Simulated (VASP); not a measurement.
# CaZnBr4 (Cmmm) in VASP: single point with PBE

Aim: the single point of CaZnBr4 with PBE.

Program: VASP 6.6.1. These are calculated values, not measurements. Logs are shortened: lines on timing, memory, paths and dates and some standing lists are left out, and cuts for length are marked.

## Step 1: The cell of the first run

It takes space group Cmmm (No. 65, orthorhombic). Conventional cell: a = 9.430 Å, b = 9.450 Å, c = 4.055 Å, α = 90.00°, β = 90.00°, γ = 90.00°. Within 3.8 Å of Ca (site symmetry mmm) lie 6 Br at 2.85 to 2.99 Å. Zn (site symmetry mmm) has 6 Br at 2.66 to 2.72 Å within 3.5 Å. Br (site symmetry 2mm) has 2 Zn at 2.66 Å and 1 Ca at 2.99 Å and 1 Br at 3.45 Å within 3.5 Å. Within 3.6 Å of Br (site symmetry m2m) lie 1 Zn at 2.72 Å and 2 Ca at 2.85 Å.

## Step 2: Single point, PBE

Input file POSCAR:

```
CaZnBr4
1.0
    4.7250966211     -4.7148070081      0.0000000000
    4.7250966211      4.7148070081      0.0000000000
    0.0000000000      0.0000000000      4.0554200322
Ca Zn Br
1 1 4
Direct
    0.5000000000      0.5000000000      0.5000000000
    0.0000000000      0.0000000000      0.0000000000
    0.8173285460      0.1826714540      0.5000000000
    0.2882808466      0.2882808466      0.0000000000
    0.7117191534      0.7117191534      0.0000000000
    0.1826714540      0.8173285460      0.5000000000
```

Input file INCAR.step1:

```
SYSTEM = CaZnBr4
ALGO     = Normal         ! electronic algorithm
EDIFF    = 1E-6           ! SCF threshold, eV
ENCUT    = 400            ! plane-wave cutoff, eV
GGA      = PE             ! functional
GGA_COMPAT= .False.      
ISIF     = 2              ! what is computed and relaxed
ISMEAR   = 0              ! smearing method
LASPH    = .True.         ! aspherical terms in the spheres
LCHARG   = .True.         ! write CHGCAR
LORBIT   = 11             ! projections on sites
LREAL    = .False.        ! projectors in reciprocal space
LWAVE    = .False.        ! write WAVECAR
NBANDS   = 34             ! bands
NEDOS    = 2001           ! points of the DOS
NELM     = 120            ! most SCF steps
PREC     = Accurate       ! precision mode
SIGMA    = 0.02           ! smearing width, eV
```

Input file KPOINTS.step1:

```
k-points
0
Gamma
  4 4 8
  0 0 0
```

Input file INCAR.step2:

```
SYSTEM = CaZnBr4
ALGO     = Normal         ! electronic algorithm
EDIFF    = 1E-6           ! SCF threshold, eV
ENCUT    = 400            ! plane-wave cutoff, eV
GGA      = PE             ! functional
GGA_COMPAT= .False.      
ICHARG   = 11             ! starting density
ISIF     = 2              ! what is computed and relaxed
ISMEAR   = -5             ! smearing method
LASPH    = .True.         ! aspherical terms in the spheres
LCHARG   = .False.        ! write CHGCAR
LORBIT   = 11             ! projections on sites
LREAL    = .False.        ! projectors in reciprocal space
LWAVE    = .False.        ! write WAVECAR
NBANDS   = 34             ! bands
NEDOS    = 2001           ! points of the DOS
NELM     = 120            ! most SCF steps
PREC     = Accurate       ! precision mode
SIGMA    = 0.02           ! smearing width, eV
```

Input file KPOINTS.step2:

```
k-points
0
Gamma
  6 6 12
  0 0 0
```

Potentials or basis: VASP PAW PBE potentials, release 64 (Ca_sv, Zn, Br).

Started as:

```bash
cat potpaw_PBE.64/Ca_sv/POTCAR potpaw_PBE.64/Zn/POTCAR potpaw_PBE.64/Br/POTCAR > POTCAR
cp INCAR.step1 INCAR
cp KPOINTS.step1 KPOINTS
mpirun -np 1 vasp_std > vasp.out
cp INCAR.step2 INCAR
cp KPOINTS.step2 KPOINTS
mpirun -np 1 vasp_std > vasp.out
```

OUTCAR:

```text
SYSTEM = CaZnBr4
   EDIFF = 1E-6
   ENCUT = 400
   GGA = PE
   ICHARG = 11
   ISIF = 2
   ISMEAR = -5
   LASPH = .True.
   LORBIT = 11
   LREAL = .False.
   NELM = 120
   PREC = Accurate

 ion  position               nearest neighbor table
   1  0.500  0.500  0.500-   4 2.85   5 2.85   4 2.85   5 2.85
   2  0.000  0.000  0.000-   3 2.66   6 2.66   3 2.66   6 2.66   5 2.72   4 2.72
   3  0.817  0.183  0.500-   2 2.66   2 2.66
   4  0.288  0.288  0.000-   2 2.72   1 2.85   1 2.85
   5  0.712  0.712  0.000-   2 2.72   1 2.85   1 2.85
   6  0.183  0.817  0.500-   2 2.66   2 2.66

  LATTYP: Found a base centered orthorhombic cell.
 ALAT       =     9.4296140162
 B/A-ratio  =     1.0021824039
 C/A-ratio  =     0.4300727501

  Lattice vectors:

 A1 = (  -4.7250966211,  -4.7148070081,   0.0000000000)
 A2 = (   4.7250966211,  -4.7148070081,   0.0000000000)
 A3 = (   0.0000000000,   0.0000000000,   4.0554200322)

Analysis of symmetry for initial positions (statically):
=====================================================================
 Subroutine PRICEL returns:
 Original cell was already a primitive cell.

 Routine SETGRP: Setting up the symmetry group for a
 base centered orthorhombic supercell.

 Subroutine GETGRP returns: Found  8 space group operations
 (whereof  8 operations were pure point group operations)
 out of a pool of  8 trial point group operations.

The static configuration has the point symmetry D_2h.

Analysis of symmetry for dynamics (positions and initial velocities):
=====================================================================
 Subroutine PRICEL returns:
 Original cell was already a primitive cell.

 Routine SETGRP: Setting up the symmetry group for a
 base centered orthorhombic supercell.

 Subroutine GETGRP returns: Found  8 space group operations
 (whereof  8 operations were pure point group operations)
 out of a pool of  8 trial point group operations.

The dynamic configuration has the point symmetry D_2h.

 Subroutine INISYM returns: Found  8 space group operations
 (whereof  8 operations are pure point group operations),
 and found     1 'primitive' translations

----------------------------------------------------------------------------------------

                                     Primitive cell

  volume of cell :     180.6926

  direct lattice vectors                    reciprocal lattice vectors
     4.725096621 -4.714807008  0.000000000     0.105817942 -0.106048879  0.000000000
     4.725096621  4.714807008  0.000000000     0.105817942  0.106048879  0.000000000
     0.000000000  0.000000000  4.055420032     0.000000000  0.000000000  0.246583582

  length of vectors
     6.675023835  6.675023835  4.055420032     0.149812555  0.149812555  0.246583582

  position of ions in fractional coordinates (direct lattice)
     0.500000000  0.500000000  0.500000000
     0.000000000  0.000000000  0.000000000
     0.817328546  0.182671454  0.500000000
     0.288280847  0.288280847  0.000000000
     0.711719153  0.711719153  0.000000000
     0.182671454  0.817328546  0.500000000

  ion indices of the primitive-cell ions
   primitive index   ion index
                 1           1
                 2           2
                 3           3
                 4           4
                 5           5
                 6           6

----------------------------------------------------------------------------------------

 KPOINTS: k-points

Automatic generation of k-mesh.
 Grid dimensions read from file:
 generate k-points for:    6    6   12

 Generating k-lattice:

  Cartesian coordinates                     Fractional coordinates (reciprocal lattice)
     0.017636324 -0.017674813  0.000000000     0.166666667  0.000000000  0.000000000
     0.017636324  0.017674813  0.000000000     0.000000000  0.166666667  0.000000000
     0.000000000  0.000000000  0.020548632     0.000000000  0.000000000  0.083333333

  Length of vectors
     0.024968759  0.024968759  0.020548632

  Shift w.r.t. Gamma in fractional coordinates (k-lattice)
     0.000000000  0.000000000  0.000000000

 TETIRR: Found    648 inequivalent tetrahedra from     2592

 Subroutine IBZKPT returns following result:
 ===========================================

 Found     91 irreducible k-points:

 Following reciprocal coordinates:
            Coordinates               Weight
  0.000000  0.000000  0.000000      1.000000
  0.166667  0.000000  0.000000      4.000000
  0.333333 -0.000000  0.000000      4.000000
  0.500000 -0.000000  0.000000      2.000000
  0.166667  0.166667  0.000000      2.000000
  0.333333  0.166667  0.000000      4.000000
[... 16 lines left out ...]
  0.333333  0.333333  0.083333      4.000000
  0.500000  0.333333  0.083333      8.000000
 [... further k-points ...]
   k-points           NKPTS =     91   k-points in BZ     NKDIM =     91   number of bands    NBANDS=     34
   number of dos      NEDOS =   2001   number of ions     NIONS =      6
   total plane-waves  NPLWV =  64512
   dimension x,y,z NGX =    48 NGY =   48 NGZ =   28
   dimension x,y,z NGXF=    96 NGYF=   96 NGZF=   56
   ions per type =               1   1   4
   NGX,Y,Z   is equivalent  to a cutoff of  11.95, 11.95, 11.48 a.u.
   NGXF,Y,Z  is equivalent  to a cutoff of  23.91, 23.91, 22.96 a.u.
 SYSTEM =  CaZnBr4
   PREC   = accura    normal or accurate (medium, high low for compatibility)
   ISTART =      0    job   : 0-new  1-cont  2-samecut
   ICHARG =     11    charge: 1-file 2-atom 10-const
   ISPIN  =      1    spin polarized calculation?
   LNONCOLLINEAR =      F non collinear calculations
   LSORBIT =      F    spin-orbit coupling
   LASPH  =      T    aspherical Exc in radial PAW
   ENCUT  =  400.0 eV  29.40 Ry    5.42 a.u.  10.89 10.89  6.61*2*pi/ulx,y,z
   NELM   =    120;   NELMIN=  2; NELMDL=  0     # of ELM steps
   EDIFF  = 0.1E-05   stopping-criterion for ELM
   LREAL  =      F    real-space projection
   EDIFFG = 0.1E-04   stopping-criterion for IOM
   NSW    =      0    number of steps for IOM
   IBRION =     -1    ionic relax: 0-MD 1-quasi-New 2-CG
   NFREE  =      0    steps in history (QN), initial steepest desc. (CG)
   ISIF   =      2    stress and relaxation
   ISYM   =      2    0-nonsym 1-usesym 2-fastsym
   POTIM  = 0.5000    time-step for ionic-motion
   TEBEG  =    0.0;   TEEND  =   0.0 temperature during run
   PSTRESS=    0.0 pullay stress
   NELECT =      50.0000    total number of electrons
   NUPDOWN=      -1.0000    fix difference up-down
   EMIN   =  10.00;   EMAX   =-10.00  energy-range for DOS
   EFERMI =   0.00;   METHOD = LEGACY
   ISMEAR =    -5;   SIGMA  =   0.02  broadening in eV -4-tet -1-fermi 0-gaus
   EFERMI_NEDOS =   21; number of points for ismear=-14 and -15
   IALGO  =     38    algorithm
   IMIX   =      4    mixing-type and parameters
     AMIX     =   0.40;   BMIX     =  1.00
     AMIX_MAG =   1.60;   BMIX_MAG =  1.00
  volume/ion in A,a.u.               =      30.12       203.23
  Fermi-wavevector in a.u.,A,eV,Ry     =   1.066804  2.015967 15.484396  1.138071
  Thomas-Fermi vector in A             =   2.202400
   LORBIT       =     11    0 simple, 1 ext, 2 COOP (PROOUT), +10 PAW based schemes
   GGA     = PE    functional components
   LHFCALC =     F    Hartree Fock is set to
   AEXX    =    0.0000 exact exchange contribution
   IVDW    =     0    specifies the selected vdW correction
   LEPSILON=     F    determine dielectric tensor
   LRPA    =     F    only Hartree local field effects (RPA)
 non-spin polarized calculation
 Fermi weights with tetrahedron method with Bloechl corrections
  energy-cutoff  :      400.00
  volume of cell :      180.69
 maximum number of plane-waves:      3320
 NGX is ok and might be reduce to    48

 number of electron      49.9999990 magnetization

 Free energy of the ion-electron system (eV)
  ---------------------------------------------------
  ext. energy  EPLUGINS =         0.00000000
  ---------------------------------------------------
  free energy    TOTEN  =       -17.77764749 eV

  energy without entropy =      -17.77764749  energy(sigma->0) =      -17.77764749

 E-fermi :  -0.1196     XC(G=0):  -8.2269

 val. band max:       -0.1372254169   @ k =   0.0000   0.0000   0.0000
 cond. band min:       1.9567947248   @ k =   0.0000   0.0000   0.0000
 fundamental gap:      2.0940201417
 Fermi energy:        -0.1195977025

 k-point     1 :       0.0000    0.0000    0.0000
  band No.  band energies     occupation
      1     -39.5843      2.00000
      2     -20.6201      2.00000
      3     -20.6036      2.00000
      4     -20.6004      2.00000
      5     -14.0041      2.00000
      6     -13.4451      2.00000
[... 26 lines left out ...]
     33       6.3360      0.00000
     34       6.6453      0.00000

 k-point     2 :       0.1667    0.0000    0.0000
  band No.  band energies     occupation
      1     -39.5843      2.00000
      2     -20.6201      2.00000
      3     -20.6036      2.00000
      4     -20.6004      2.00000
      5     -13.9812      2.00000
      6     -13.4677      2.00000
[... 26 lines left out ...]
     33       6.2870      0.00000
     34       6.6132      0.00000
[... 775 lines left out ...]
     33       6.2563      0.00000
     34       6.9431      0.00000

 k-point    24 :       0.5000    0.3333    0.0833
  band No.  band energies     occupation
      1     -39.5841      2.00000
      2     -20.6199      2.00000
      3     -20.6067      2.00000
      4     -20.6016      2.00000
      5     -13.8613      2.00000
      6     -13.5143      2.00000
[... 26 lines left out ...]
     33       6.5151      0.00000
     34       7.2162      0.00000

 [... further k-points ...]

------------------------ aborting loop because EDIFF is reached ----------------------------------------

  FORCE on cell =-STRESS in cart. coord.  units (eV):
  Direction    XX          YY          ZZ          XY          YZ          ZX
  --------------------------------------------------------------------------------------
  -------------------------------------------------------------------------------------
  Total       -0.0333623     -0.0282004     -0.0141904      0.0000000      0.0000000      0.0000000
  in kB       -0.2958186     -0.2500487     -0.1258241      0.0000000      0.0000000      0.0000000
  external PRESSURE =      -0.2238972 kB  Pullay stress =       0.0000000 kB

 VOLUME and BASIS-vectors are now :
 -----------------------------------------------------------------------------
  energy-cutoff  :      400.00
  volume of cell :      180.69
      direct lattice vectors                 reciprocal lattice vectors
     4.725096621 -4.714807008  0.000000000     0.105817942 -0.106048879  0.000000000
     4.725096621  4.714807008  0.000000000     0.105817942  0.106048879  0.000000000
     0.000000000  0.000000000  4.055420032     0.000000000  0.000000000  0.246583582

 POSITION                                       TOTAL-FORCE (eV/Angst)
 -----------------------------------------------------------------------------------
      4.72510      0.00000      2.02771         0.000000      0.000000      0.000000
      0.00000      0.00000      0.00000         0.000000      0.000000      0.000000
      4.72510     -2.99229      2.02771         0.000000     -0.003230      0.000000
      2.72431      0.00000      0.00000        -0.018133      0.000000      0.000000
      6.72588      0.00000      0.00000         0.018133      0.000000     -0.000000
      4.72510      2.99229      2.02771         0.000000      0.003230      0.000000
 -----------------------------------------------------------------------------------
    total drift:                                0.000000     -0.000000      0.000000

  FREE ENERGIE OF THE ION-ELECTRON SYSTEM (eV)
  ---------------------------------------------------
  free  energy   TOTEN  =       -17.7776474870 eV

  energy  without entropy=      -17.7776474870  energy(sigma->0) =      -17.77764749

 total charge

# of ion       s       p       d       tot
------------------------------------------
    1        2.029   5.852   0.220   8.101
    2        0.409   0.278   9.813  10.500
    3        1.609   3.250   0.010   4.869
    4        1.605   3.292   0.007   4.904
    5        1.605   3.292   0.007   4.904
    6        1.609   3.250   0.010   4.869
--------------------------------------------------
tot          8.865  19.215  10.068  38.148
```

It took 5.2 min on 1 thread of Oxide Virtual Turin-like, shared host; peak memory 0.46 GiB.

Results:

| Item | Value |
| --- | --- |
| Valence electrons inside the program's atomic spheres | Ca 8.10; Zn 10.50; Br 4.87, 4.90 (each value once) |

Levels at points of the mesh, in eV from the valence-band top:
```csv
k point,band 22,band 23,band 24,band 25,band 26,band 27,band 28,band 29
"(0.00, 0.00, 0.00)",-0.53,-0.34,-0.33,0.00,2.09,4.58,5.27,5.65
"(0.50, 0.00, 0.00)",-0.85,-0.51,-0.48,-0.28,3.15,4.26,5.16,5.45
"(0.50, 0.50, 0.00)",-0.85,-0.76,-0.72,-0.61,2.66,4.76,5.67,5.84
"(0.00, 0.00, 0.50)",-1.01,-0.96,-0.77,-0.75,3.62,5.12,5.27,5.53
"(0.50, 0.00, 0.50)",-0.80,-0.71,-0.70,-0.68,3.27,5.05,5.39,5.88
"(0.50, 0.50, 0.50)",-0.68,-0.67,-0.65,-0.42,2.96,4.74,5.11,5.56
```
